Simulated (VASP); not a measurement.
# HfH2 (I4/mmm) in VASP: notebook, part 2 of 2

VASP 6.6.1.

### 3 Relaxation of cell and atoms, LDA

This run uses another cell than the first one, of 8.79 Å³/atom.

File INCAR:

```
  ALGO = Normal
  EDIFF = 1E-7
  EDIFFG = -0.05
  ENCUT = 600
  IBRION = 2
  ISIF = 3
  ISMEAR = 0
  LASPH = T
  LCHARG = F
  LREAL = F
  LWAVE = F
  NELM = 80
  NSW = 100
  PREC = Accurate
  SIGMA = 0.1
```

File KPOINTS:

```
k-points
0
Gamma
  8 8 8
```

File POSCAR:

```
HfH2
1.0
   -1.7390000000      1.7390000000      2.1805000000
    1.7390000000     -1.7390000000      2.1805000000
    1.7390000000      1.7390000000     -2.1805000000
Hf H
1 2
Direct
    0.0000000000      0.0000000000      0.0000000000
    0.7500000000      0.2500000000      0.5000000000
    0.2500000000      0.7500000000      0.5000000000
```

Potentials or basis: VASP PAW LDA potentials, release 64 (Hf_pv, H).

The run is started by

```
cat potpaw_LDA.64/Hf_pv/POTCAR potpaw_LDA.64/H/POTCAR > POTCAR
mpirun -np 1 vasp_std > vasp.out
```

OUTCAR:

```text
EDIFF = 1E-7
   EDIFFG = -0.05
   ENCUT = 600
   IBRION = 2
   ISIF = 3
   ISMEAR = 0
   LASPH = T
   LREAL = F
   NELM = 80
   NSW = 100
   PREC = Accurate

 ion  position               nearest neighbor table
   1  0.000  0.000  0.000-   2 2.05   3 2.05   2 2.05   3 2.05   2 2.05   3 2.05   2 2.05   3 2.05

   2  0.750  0.250  0.500-   1 2.05   1 2.05   1 2.05   1 2.05
   3  0.250  0.750  0.500-   1 2.05   1 2.05   1 2.05   1 2.05

  LATTYP: Found a body centered tetragonal cell.
 ALAT       =     3.4780000000
 C/A-ratio  =     1.2538815411

  Lattice vectors:

 A1 = (  -1.7390000000,   1.7390000000,   2.1805000000)
 A2 = (   1.7390000000,  -1.7390000000,   2.1805000000)
 A3 = (   1.7390000000,   1.7390000000,  -2.1805000000)

Analysis of symmetry for initial positions (statically):
=====================================================================
 Subroutine PRICEL returns:
 Original cell was already a primitive cell.

 Routine SETGRP: Setting up the symmetry group for a
 body centered tetragonal supercell.

 Subroutine GETGRP returns: Found 16 space group operations
 (whereof 16 operations were pure point group operations)
 out of a pool of 16 trial point group operations.

The static configuration has the point symmetry D_4h.

Analysis of symmetry for dynamics (positions and initial velocities):
=====================================================================
 Subroutine PRICEL returns:
[... 271 lines left out ...]

 number of electron      12.0000000 magnetization

 Free energy of the ion-electron system (eV)
  ---------------------------------------------------
  ext. energy  EPLUGINS =         0.00000000
  ---------------------------------------------------
  free energy    TOTEN  =       -19.50233570 eV

  energy without entropy =      -19.50048260  energy(sigma->0) =      -19.50140915

 E-fermi :   5.4845     XC(G=0): -11.8695

 val. band max:        5.3818562600   @ k =  -0.1250  -0.1250   0.1250
 cond. band min:       5.5709119009   @ k =  -0.1250   0.1250   0.0000
 fundamental gap:      0.1890556408
 Fermi energy:         5.4845378300

 k-point     1 :       0.0000    0.0000    0.0000
  band No.  band energies     occupation
      1     -24.9950      2.00000
      2     -24.9950      2.00000
      3     -24.9353      2.00000
      4      -5.8651      2.00000
      5       4.4926      2.00000
      6       5.0788      2.00000
      7       5.0788      2.00000
      8       5.9450      0.00000
      9       7.5040      0.00000
     10       8.9743      0.00000
[... 287 lines left out ...]
 k-point    24 :       0.3750    0.1250    0.1250
  band No.  band energies     occupation
      1     -25.5832      2.00000
      2     -25.2797      2.00000
      3     -25.0737      2.00000
      4      -1.9364      2.00000
      5      -0.0673      2.00000
      6       3.7565      2.00000
      7       6.9867      0.00000
      8       9.4367      0.00000
      9      10.7448      0.00000
     10      11.2460      0.00000

 [... further k-points ...]

------------------------ aborting loop because EDIFF is reached ----------------------------------------

  FORCE on cell =-STRESS in cart. coord.  units (eV):
  Direction    XX          YY          ZZ          XY          YZ          ZX
  --------------------------------------------------------------------------------------
  -------------------------------------------------------------------------------------
  Total        0.0856039      0.0856039     -0.1482958      0.0000000      0.0000000      0.0000000
  in kB        5.5105901      5.5105901     -9.5462604      0.0000000      0.0000000      0.0000000
  external PRESSURE =       0.4916399 kB  Pullay stress =       0.0000000 kB
[... 18 lines left out ...]
  FREE ENERGIE OF THE ION-ELECTRON SYSTEM (eV)
  ---------------------------------------------------
  free  energy   TOTEN  =       -19.5023356961 eV

  energy  without entropy=      -19.5004825970  energy(sigma->0) =      -19.50140915

 reached required accuracy - stopping structural energy minimisation
```

OSZICAR:

```text
N       E                     dE             d eps       ncg     rms          rms(c)
DAV:   1     0.116728625321E+02    0.11673E+02   -0.74438E+03  1188   0.125E+03
DAV:   2    -0.198421306650E+02   -0.31515E+02   -0.30643E+02  1552   0.188E+02
DAV:   3    -0.206667294264E+02   -0.82460E+00   -0.80707E+00  1586   0.225E+01
DAV:   4    -0.206717733500E+02   -0.50439E-02   -0.50336E-02  1546   0.153E+00
[... 31 lines left out ...]
DAV:   1    -0.195027674162E+02   -0.13287E-02   -0.45888E-02  1180   0.196E+00    0.176E-01
DAV:   2    -0.195024708084E+02    0.29661E-03   -0.39926E-04  1480   0.197E-01    0.701E-02
DAV:   3    -0.195023398140E+02    0.13099E-03   -0.14290E-04  1626   0.109E-01    0.251E-02
DAV:   4    -0.195023357084E+02    0.41056E-05   -0.15565E-05  1644   0.365E-02    0.172E-02
DAV:   5    -0.195023356961E+02    0.12321E-07   -0.42961E-07  1176   0.601E-03
   4 F= -.19502336E+02 E0= -.19501409E+02  d E =-.897092E-03
```

Wall time 23 s (1 thread of Intel Xeon 6975P-C (Granite Rapids), shared host); peak memory 0.16 GiB.

What came out:

```yaml
Free_energy: -19.5023 eV
Relaxed_volume: 8.30 Å³/atom
Relaxed_cell: a = 3.221 Å, b = 3.221 Å, c = 3.221 Å, α = 115.89°, β = 115.89°, γ = 97.29°
Space_group_after_relaxing_to_0.1_Å: I4/mmm (No. 139)
Energy_gained_by_relaxing: 14.0 meV/atom
Ionic_steps: 4
Pressure_after_relaxing: 0.0 GPa
Band_gap_on_the_k_mesh: zero (bands 6 and 7 overlap by 1.18 eV)
```

The path:
```
step  energy change (eV)  largest force (eV/Å)  pressure (GPa)  volume (Å³)
   1              0.0000                0.0000           -8.49        26.38
   2             -0.0397                0.0000            1.86        24.64
   3             -0.0412                0.0000            0.06        24.90
   4             -0.0421                0.0000            0.05        24.89
```

Final structure:
```cif
data_structure
_symmetry_space_group_name_H-M 'P 1'
_symmetry_Int_Tables_number 1
_cell_length_a 3.2213
_cell_length_b 3.2213
_cell_length_c 3.2213
_cell_angle_alpha 115.885
_cell_angle_beta 115.885
_cell_angle_gamma 97.289
_cell_volume 24.89
loop_
_atom_site_label
_atom_site_type_symbol
_atom_site_fract_x
_atom_site_fract_y
_atom_site_fract_z
_atom_site_occupancy
Hf1 Hf 0.00000 0.00000 0.00000 1
H1 H 0.75000 0.25000 0.50000 1
H2 H 0.25000 0.75000 0.50000 1
```

Caveat: spin-orbit coupling is left out, which moves the levels of the heavy elements. LDA usually gives volumes a few per cent too small.

### 4 Single point, LDA

This run uses another cell than the first one, of 8.30 Å³/atom.

File INCAR:

```
  PREC = Accurate
  ENCUT = 520
  EDIFF = 1E-6
  ISMEAR = -1
  SIGMA = 0.15
  LREAL = False
  LASPH = True
  NELM = 80
  ALGO = Normal
  ISIF = 2
  LWAVE = False
  LCHARG = True
  LELF = True
  LVHAR = True
  NBANDS = 13
```

File KPOINTS:

```
regular mesh
0
Gamma
  18 18 18
```

File POSCAR:

```
HfH2
1.0
   -1.7158863517      1.7158863517      2.1141108667
    1.7158863517     -1.7158863517      2.1141108667
    1.7158863517      1.7158863517     -2.1141108667
Hf H
1 2
Direct
    0.0000000000      0.0000000000      0.0000000000
    0.7500000000      0.2500000000      0.5000000000
    0.2500000000      0.7500000000      0.5000000000
```

The run is started by

```
cat potpaw_LDA.64/Hf_pv/POTCAR potpaw_LDA.64/H/POTCAR > POTCAR
mpirun -np 1 vasp_std > vasp.out
```

Run time: 36 s. Hardware: 1 thread of Intel Xeon 6975P-C (Granite Rapids), shared host; peak memory 0.26 GiB.

The run converged. Its results:

| Property | Result |
| --- | --- |
| Free energy | -19.5181 eV |
| Pressure | 0.0 GPa |
| Band gap on the k mesh | zero (bands 6 and 7 overlap by 1.01 eV) |

Levels at points of the mesh, in eV from the Fermi level:
```csv
k point,band 2,band 3,band 4,band 5,band 6,band 7,band 8,band 9,band 10,band 11
"(0.00, 0.00, 0.00)",-30.59,-30.53,-11.47,-1.07,-0.52,-0.52,0.41,1.83,3.37,11.77
"(0.50, 0.00, 0.00)",-30.74,-30.58,-8.56,-4.99,-0.96,0.70,3.93,4.79,5.22,6.91
"(0.50, 0.50, 0.00)",-30.79,-30.71,-6.72,-5.61,-4.30,4.07,4.31,5.69,6.77,7.77
"(0.50, 0.50, 0.50)",-30.92,-30.92,-8.01,-3.97,-3.95,4.88,4.99,4.99,5.92,5.92
```

Caveat: spin-orbit coupling is left out, which moves the levels of the heavy elements.

### 5 Summary

```csv
task,cell,k mesh,cutoff (eV),smearing,gap on the mesh (eV),pressure (GPa)
single point,"a = 3.214 Å, angles 115.4, 115.4, 98.2°, 3 atoms",8 × 8 × 8,520,gaussian 0.1 eV,none,0.1
relaxation of cell and atoms,"relaxed from a = 3.287 Å, angles 116.1, 116.1, 96.9°, 3 atoms",8 × 8 × 8,600,gaussian 0.1 eV,none,0.0
single point,"a = 3.218 Å, angles 115.6, 115.6, 97.9°, 3 atoms",18 × 18 × 18,520,fermi-dirac 0.15 eV,none,0.0
```

Alike in all rows: level LDA; potentials or basis VASP PAW LDA potentials, release 64 (Hf_pv, H); no spin polarisation.

Caveats: spin-orbit coupling is left out, which moves the levels of the heavy elements.

Absolute energies hang on the potentials; compare differences alone.
